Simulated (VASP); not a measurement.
Write the native input for VASP 6.6.1 that does the following.

```
Task                   : single point
Functional             : PBE
Potentials or basis    : VASP PAW PBE potentials, release 64 (Na_pv, F)
Cutoff                 : 520 eV
k mesh                 : 8 × 8 × 8
Occupations            : gaussian, width 0.01 eV
Spin                   : no spin polarisation
Dipole correction      : no
Further INCAR settings : ALGO = Normal; EDIFF = 1e-06; NBANDS = 14
```

The structure of NaF (Villiaumite) lies in POSCAR:

```
NaF
1.0
    0.0000000000      2.3260073958      2.3260073958
    2.3260073958      0.0000000000      2.3260073958
    2.3260073958      2.3260073958      0.0000000000
Na F
1 1
Direct
    0.0000000000      0.0000000000      0.0000000000
    0.5000000000      0.5000000000      0.5000000000
```

This cell differs from its parent crystal: volume changed by -3%.

One way to write it, as run:

INCAR

```
PREC = Accurate
ENCUT = 520
EDIFF = 1E-6
ISMEAR = 0
SIGMA = 0.01
LREAL = F
LASPH = T
NELM = 60
ALGO = Normal
ISIF = 2
LWAVE = F
LCHARG = T
GGA = PE
LELF = T
LVHAR = T
NBANDS = 14
```

KPOINTS

```
regular mesh
0
Gamma
  8 8 8
```

Potentials or basis: VASP PAW PBE potentials, release 64 (Na_pv, F).

Launch:

```bash
$ cat potpaw_PBE.64/Na_pv/POTCAR potpaw_PBE.64/F/POTCAR > POTCAR
$ mpirun -np 1 vasp_std > vasp.out
```

It gave:

| Quantity | Value |
| --- | --- |
| Pressure | 1.4 GPa |
| Band gap on the k mesh | 6.24 eV, direct |

Run time: 25 s on 1 thread of AMD EPYC 7R13 (shared host), peak memory 0.1 GiB.
